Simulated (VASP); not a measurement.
# In (P6_3/mmc) in VASP: a series of runs

Runs on In. Level: PBE+D3(BJ). Tasks: single point.

Everything below comes from runs of VASP 6.6.1. Logs are shortened: lines on timing, memory, paths and dates and some standing lists are left out, and cuts for length are marked.

### 1 The cell of the first run

Symmetry: P6_3/mmc, No. 194, hexagonal system. The conventional cell has a = 3.235 Å, b = 3.235 Å, c = 5.592 Å, α = 90.00°, β = 90.00°, γ = 120.00°. Within 4.3 Å of In (site symmetry -6m2) lie 12 In at 3.24 to 3.36 Å.

### 2 Single point, PBE+D3(BJ) (strain -0.030 along x and y, +0.015 along z)

Input file INCAR:

```
PREC = Accurate
ENCUT = 520
EDIFF = 1E-6
ISMEAR = 0
SIGMA = 0.15
LREAL = False
LASPH = True
NELM = 100
ALGO = Fast
ISIF = 2
LWAVE = False
LCHARG = False
GGA = PE
IVDW = 12
NBANDS = 20
```

Input file KPOINTS:

```
regular mesh
0
Gamma
  18 18 10
```

Input file POSCAR:

```
In
1.0
    3.2354202386      0.0000000000      0.0000000000
   -1.6177101193      2.8019561185      0.0000000000
    0.0000000000      0.0000000000      5.5917800638
In
2
Direct
    0.3333333333      0.6666666667      0.2500000000
    0.6666666667      0.3333333333      0.7500000000
```

Potentials or basis: VASP PAW PBE potentials, release 64 (In_d).

The run is started by

```bash
$ cat potpaw_PBE.64/In_d/POTCAR > POTCAR
$ mpirun -np 1 vasp_std > vasp.out
```

OUTCAR:

```text
PREC = Accurate
   ENCUT = 520
   EDIFF = 1E-6
   ISMEAR = 0
   LREAL = False
   LASPH = True
   NELM = 100
   ISIF = 2
   GGA = PE
   IVDW = 12
 IVDW          = 12

 ion  position               nearest neighbor table
   1  0.333  0.667  0.250-   2 3.36   2 3.36   2 3.36   2 3.36   2 3.36   2 3.36
   2  0.667  0.333  0.750-   1 3.36   1 3.36   1 3.36   1 3.36   1 3.36   1 3.36

  LATTYP: Found a hexagonal cell.
 ALAT       =     3.2354202386
 C/A-ratio  =     1.7283010093

  Lattice vectors:

 A1 = (   3.2354202386,   0.0000000000,   0.0000000000)
 A2 = (  -1.6177101193,   2.8019561185,   0.0000000000)
 A3 = (   0.0000000000,   0.0000000000,   5.5917800638)

Analysis of symmetry for initial positions (statically):
=====================================================================
 Subroutine PRICEL returns:
 Original cell was already a primitive cell.

 Routine SETGRP: Setting up the symmetry group for a
 hexagonal supercell.

 Subroutine GETGRP returns: Found 24 space group operations
 (whereof 12 operations were pure point group operations)
 out of a pool of 24 trial point group operations.

The static configuration has the point symmetry D_3d.
 The point group associated with its full space group is D_6h.

Analysis of symmetry for dynamics (positions and initial velocities):
=====================================================================
 Subroutine PRICEL returns:
 Original cell was already a primitive cell.

 Routine SETGRP: Setting up the symmetry group for a
 hexagonal supercell.

 Subroutine GETGRP returns: Found 24 space group operations
 (whereof 12 operations were pure point group operations)
 out of a pool of 24 trial point group operations.

The dynamic configuration has the point symmetry D_3d.
 The point group associated with its full space group is D_6h.

 Subroutine INISYM returns: Found 24 space group operations
 (whereof 12 operations are pure point group operations),
 and found     1 'primitive' translations

----------------------------------------------------------------------------------------

                                     Primitive cell

  volume of cell :      50.6923

  direct lattice vectors                    reciprocal lattice vectors
     3.235420239  0.000000000  0.000000000     0.309078860  0.178446763  0.000000000
    -1.617710119  2.801956119  0.000000000     0.000000000  0.356893526  0.000000000
     0.000000000  0.000000000  5.591780064     0.000000000  0.000000000  0.178833929

  length of vectors
     3.235420239  3.235420239  5.591780064     0.356893526  0.356893526  0.178833929

  position of ions in fractional coordinates (direct lattice)
     0.333333333  0.666666667  0.250000000
     0.666666667  0.333333333  0.750000000

  ion indices of the primitive-cell ions
   primitive index   ion index
                 1           1
                 2           2

----------------------------------------------------------------------------------------

 KPOINTS: regular mesh

Automatic generation of k-mesh.
 Grid dimensions read from file:
 generate k-points for:   18   18   10

 Generating k-lattice:

  Cartesian coordinates                     Fractional coordinates (reciprocal lattice)
     0.017171048  0.009913709  0.000000000     0.055555556 -0.000000000  0.000000000
     0.000000000  0.019827418  0.000000000     0.000000000  0.055555556  0.000000000
     0.000000000  0.000000000  0.017883393     0.000000000  0.000000000  0.100000000

  Length of vectors
     0.019827418  0.019827418  0.017883393

  Shift w.r.t. Gamma in fractional coordinates (k-lattice)
     0.000000000  0.000000000  0.000000000

 Subroutine IBZKPT returns following result:
 ===========================================

 Found    222 irreducible k-points:

 Following reciprocal coordinates:
            Coordinates               Weight
  0.000000  0.000000  0.000000      1.000000
  0.055556  0.000000  0.000000      6.000000
  0.111111  0.000000  0.000000      6.000000
  0.166667  0.000000  0.000000      6.000000
  0.222222  0.000000  0.000000      6.000000
  0.277778 -0.000000  0.000000      6.000000
[... 16 lines left out ...]
  0.333333  0.111111  0.000000     12.000000
  0.388889  0.111111  0.000000     12.000000
 [... further k-points ...]
   k-points           NKPTS =    222   k-points in BZ     NKDIM =    222   number of bands    NBANDS=     20
   number of dos      NEDOS =    301   number of ions     NIONS =      2
   total plane-waves  NPLWV =  24192
   dimension x,y,z NGX =    24 NGY =   24 NGZ =   42
   dimension x,y,z NGXF=    48 NGYF=   48 NGZF=   84
   ions per type =               2
   NGX,Y,Z   is equivalent  to a cutoff of  12.33, 12.33, 12.49 a.u.
   NGXF,Y,Z  is equivalent  to a cutoff of  24.66, 24.66, 24.97 a.u.
 SYSTEM =  unknown system
   PREC   = accura    normal or accurate (medium, high low for compatibility)
   ISTART =      0    job   : 0-new  1-cont  2-samecut
   ICHARG =      2    charge: 1-file 2-atom 10-const
   ISPIN  =      1    spin polarized calculation?
   LNONCOLLINEAR =      F non collinear calculations
   LSORBIT =      F    spin-orbit coupling
   LASPH  =      T    aspherical Exc in radial PAW
   ENCUT  =  520.0 eV  38.22 Ry    6.18 a.u.   6.02  6.02 10.40*2*pi/ulx,y,z
   NELM   =    100;   NELMIN=  2; NELMDL= -5     # of ELM steps
   EDIFF  = 0.1E-05   stopping-criterion for ELM
   LREAL  =      F    real-space projection
   EDIFFG = 0.1E-04   stopping-criterion for IOM
   NSW    =      0    number of steps for IOM
   IBRION =     -1    ionic relax: 0-MD 1-quasi-New 2-CG
   NFREE  =      0    steps in history (QN), initial steepest desc. (CG)
   ISIF   =      2    stress and relaxation
   ISYM   =      2    0-nonsym 1-usesym 2-fastsym
   POTIM  = 0.5000    time-step for ionic-motion
   TEBEG  =    0.0;   TEEND  =   0.0 temperature during run
   PSTRESS=    0.0 pullay stress
   NELECT =      26.0000    total number of electrons
   NUPDOWN=      -1.0000    fix difference up-down
   EMIN   =  10.00;   EMAX   =-10.00  energy-range for DOS
   EFERMI =   0.00;   METHOD = LEGACY
   ISMEAR =     0;   SIGMA  =   0.15  broadening in eV -4-tet -1-fermi 0-gaus
   EFERMI_NEDOS =   21; number of points for ismear=-14 and -15
   IALGO  =     68    algorithm
   IMIX   =      4    mixing-type and parameters
     AMIX     =   0.40;   BMIX     =  1.00
     AMIX_MAG =   1.60;   BMIX_MAG =  1.00
  volume/ion in A,a.u.               =      25.35       171.04
  Fermi-wavevector in a.u.,A,eV,Ry     =   1.310444  2.476381 23.364800  1.717264
  Thomas-Fermi vector in A             =   2.440974
   LORBIT       =      0    0 simple, 1 ext, 2 COOP (PROOUT), +10 PAW based schemes
   GGA     = PE    functional components
   LHFCALC =     F    Hartree Fock is set to
   AEXX    =    0.0000 exact exchange contribution
   IVDW    =    12    specifies the selected vdW correction
   LEPSILON=     F    determine dielectric tensor
   LRPA    =     F    only Hartree local field effects (RPA)
 non-spin polarized calculation
 RMM-DIIS sequential band-by-band and
 Gauss-broadening in eV      SIGMA  =   0.15
  energy-cutoff  :      520.00
  volume of cell :       50.69
 maximum number of plane-waves:      1398
   NGX = 13   NGY = 13   NGZ = 21

 number of electron      26.0000012 magnetization

 Free energy of the ion-electron system (eV)
  ---------------------------------------------------
  ext. energy  EPLUGINS =         0.00000000
  ---------------------------------------------------
  free energy    TOTEN  =        -5.05351531 eV

  energy without entropy =       -5.04343196  energy(sigma->0) =       -5.04847364

 E-fermi :   7.9176     XC(G=0): -10.4037

 val. band max:        7.9107230888   @ k =   0.3333   0.2778   0.3000
 cond. band min:       7.9538089524   @ k =   0.4444   0.0000   0.2000
 fundamental gap:      0.0430858636
 Fermi energy:         7.9175881358

 k-point     1 :       0.0000    0.0000    0.0000
  band No.  band energies     occupation
      1      -6.8732      2.00000
      2      -6.8334      2.00000
      3      -6.7660      2.00000
      4      -6.7660      2.00000
      5      -6.7405      2.00000
      6      -6.7405      2.00000
[... 12 lines left out ...]
     19      19.2312      0.00000
     20      19.9627      0.00000

 k-point     2 :       0.0556    0.0000    0.0000
  band No.  band energies     occupation
      1      -6.8666      2.00000
      2      -6.8301      2.00000
      3      -6.7655      2.00000
      4      -6.7552      2.00000
      5      -6.7414      2.00000
      6      -6.7301      2.00000
[... 12 lines left out ...]
     19      19.8880      0.00000
     20      20.2261      0.00000

 k-point     3 :       0.1111    0.0000    0.0000
  band No.  band energies     occupation
      1      -6.8583      2.00000
      2      -6.8191      2.00000
      3      -6.7624      2.00000
      4      -6.7366      2.00000
      5      -6.7235      2.00000
      6      -6.6999      2.00000
[... 12 lines left out ...]
     19      19.5451      0.00000
     20      20.2308      0.00000

 k-point     4 :       0.1667    0.0000    0.0000
  band No.  band energies     occupation
      1      -6.8732      2.00000
      2      -6.7883      2.00000
      3      -6.7717      2.00000
      4      -6.7028      2.00000
      5      -6.6747      2.00000
      6      -6.6740      2.00000
[... 12 lines left out ...]
     19      19.1242      0.00000
     20      19.1592      0.00000

 k-point     5 :       0.2222    0.0000    0.0000
  band No.  band energies     occupation
      1      -6.9028      2.00000
      2      -6.7902      2.00000
      3      -6.7463      2.00000
      4      -6.7150      2.00000
      5      -6.6664      2.00000
      6      -6.6498      2.00000
[... 12 lines left out ...]
     19      18.5068      0.00000
     20      19.0141      0.00000

 k-point     6 :       0.2778   -0.0000    0.0000
  band No.  band energies     occupation
      1      -6.9366      2.00000
      2      -6.8124      2.00000
      3      -6.7615      2.00000
      4      -6.7026      2.00000
      5      -6.6849      2.00000
      6      -6.5963      2.00000
[... 12 lines left out ...]
     19      17.8559      0.00000
     20      19.1947      0.00000

 k-point     7 :       0.3333    0.0000    0.0000
  band No.  band energies     occupation
      1      -6.9687      2.00000
      2      -6.8346      2.00000
      3      -6.8070      2.00000
      4      -6.7015      2.00000
      5      -6.6628      2.00000
      6      -6.6260      2.00000
[... 12 lines left out ...]
     19      17.3020      0.00000
     20      18.9709      0.00000
[... 277 lines left out ...]
 k-point    20 :       0.1667    0.1111    0.0000
  band No.  band energies     occupation
      1      -6.8618      2.00000
      2      -6.8072      2.00000
      3      -6.7376      2.00000
      4      -6.7169      2.00000
      5      -6.6938      2.00000
      6      -6.6903      2.00000
[... 12 lines left out ...]
     19      18.1920      0.00000
     20      19.1835      0.00000

 k-point    21 :       0.2222    0.1111    0.0000
  band No.  band energies     occupation
      1      -6.8938      2.00000
      2      -6.7946      2.00000
      3      -6.7638      2.00000
      4      -6.7209      2.00000
      5      -6.7091      2.00000
      6      -6.6349      2.00000
[... 12 lines left out ...]
     19      17.5925      0.00000
     20      18.8597      0.00000

 k-point    22 :       0.2778    0.1111    0.0000
  band No.  band energies     occupation
      1      -6.9238      2.00000
      2      -6.8087      2.00000
      3      -6.8018      2.00000
      4      -6.7203      2.00000
      5      -6.6834      2.00000
      6      -6.6186      2.00000
[... 12 lines left out ...]
     19      17.1719      0.00000
     20      18.5686      0.00000

 k-point    23 :       0.3333    0.1111    0.0000
  band No.  band energies     occupation
      1      -6.9481      2.00000
      2      -6.8452      2.00000
      3      -6.8132      2.00000
      4      -6.7265      2.00000
      5      -6.6452      2.00000
      6      -6.6432      2.00000
[... 12 lines left out ...]
     19      16.8799      0.00000
     20      18.3511      0.00000

 k-point    24 :       0.3889    0.1111    0.0000
  band No.  band energies     occupation
      1      -6.9638      2.00000
      2      -6.8689      2.00000
      3      -6.8219      2.00000
      4      -6.7283      2.00000
      5      -6.6612      2.00000
      6      -6.6180      2.00000
[... 12 lines left out ...]
     19      16.7062      0.00000
     20      18.2183      0.00000

 [... further k-points ...]

------------------------ aborting loop because EDIFF is reached ----------------------------------------

 Edisp (eV)   -0.69899

 E8    (eV) :    -0.3490

  FORCE on cell =-STRESS in cart. coord.  units (eV):
  Direction    XX          YY          ZZ          XY          YZ          ZX
  --------------------------------------------------------------------------------------
  -------------------------------------------------------------------------------------
  Total       0.58981     0.58981     0.25959     0.00000    -0.00000     0.00000
  in kB      18.64156    18.64156     8.20460     0.00000    -0.00000     0.00000
  external pressure =       15.16 kB  Pullay stress =        0.00 kB

 VOLUME and BASIS-vectors are now :
 -----------------------------------------------------------------------------
  energy-cutoff  :      520.00
  volume of cell :       50.69
      direct lattice vectors                 reciprocal lattice vectors
     3.235420239  0.000000000  0.000000000     0.309078860  0.178446763  0.000000000
    -1.617710119  2.801956119  0.000000000     0.000000000  0.356893526  0.000000000
     0.000000000  0.000000000  5.591780064     0.000000000  0.000000000  0.178833929

 POSITION                                       TOTAL-FORCE (eV/Angst)
 -----------------------------------------------------------------------------------
     -0.00000      1.86797      1.39795        -0.000000      0.000000     -0.000000
      1.61771      0.93399      4.19384         0.000000     -0.000000      0.000000
 -----------------------------------------------------------------------------------
    total drift:                               -0.000000      0.000000      0.000000

  FREE ENERGIE OF THE ION-ELECTRON SYSTEM (eV)
  ---------------------------------------------------
  free  energy   TOTEN  =        -5.7525071524 eV

  energy  without entropy=       -5.7424238030  energy(sigma->0) =       -5.74746548
```

It took 66 s on 1 thread of Intel Xeon 6975P-C (Granite Rapids), shared host; peak memory 0.3 GiB.

What came out:

```yaml
Free_energy: -5.7525 eV
Pressure: 1.5 GPa
Band_gap_on_the_k_mesh: zero (band 13 reaches 11.19 eV, above the bottom of band 14 at 5.14 eV)
Dispersion_energy_per_atom: -0.349 eV
```

Caveat: the cell differs from its parent crystal (strain -0.030 along x and y, +0.015 along z); spin-orbit coupling is left out, which moves the levels of the heavy elements; pairwise dispersion overbinds metals, which lowers pressure and volume.

(Continued in part 2 of 2.)
